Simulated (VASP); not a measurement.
Input of a VASP 6.6.1 run:

The input POSCAR:

```
SiC
1.0
    0.0000000000      2.1740000000      2.1740000000
    2.1740000000      0.0000000000      2.1740000000
    2.1740000000      2.1740000000      0.0000000000
Si C
1 1
Direct
    0.0000000000      0.0000000000      0.0000000000
    0.7500000000      0.7500000000      0.7500000000
```

INCAR.step1

```
PREC = Accurate
ENCUT = 600
ISMEAR = 0
SIGMA = 0.02
LREAL = F
LASPH = T
NELM = 60
GGA = PE
ALGO = Normal
EDIFF = 1E-4
LWAVE = T
LCHARG = F
```

The input INCAR.step2:

```
PREC = Accurate
ENCUT = 600
EDIFF = 1E-7
ISMEAR = 0
SIGMA = 0.02
LREAL = F
LASPH = T
NELM = 60
ALGO = Normal
ISIF = 3
LWAVE = F
LCHARG = F
METAGGA = R2SCAN
LMIXTAU = T
IBRION = 2
NSW = 100
EDIFFG = -0.005
ISTART = 1
```

KPOINTS

```
Automatic mesh
0
Gamma
  12 12 12
```

Potentials or basis: VASP PAW PBE potentials, release 64 (Si, C).

Command:

```bash
$ cat potpaw_PBE.64/Si/POTCAR potpaw_PBE.64/C/POTCAR > POTCAR
$ cp INCAR.step1 INCAR
$ mpirun -np 1 vasp_std > vasp.out
$ cp INCAR.step2 INCAR
$ mpirun -np 1 vasp_std > vasp.out
```

(1) Estimate the relaxed cell.

(2) What does it give for the relaxed volume?

(3) Estimate the space group after relaxing (to 0.05 Å).

Results:

(1) a = 3.079 Å, b = 3.079 Å, c = 3.079 Å, α = 60.00°, β = 60.00°, γ = 60.00°.

(2) 10.32 Å³/atom.

(3) F-43m (No. 216).

Caveat: the PAW data sets were made with another functional, which shifts forces and pressure a little.
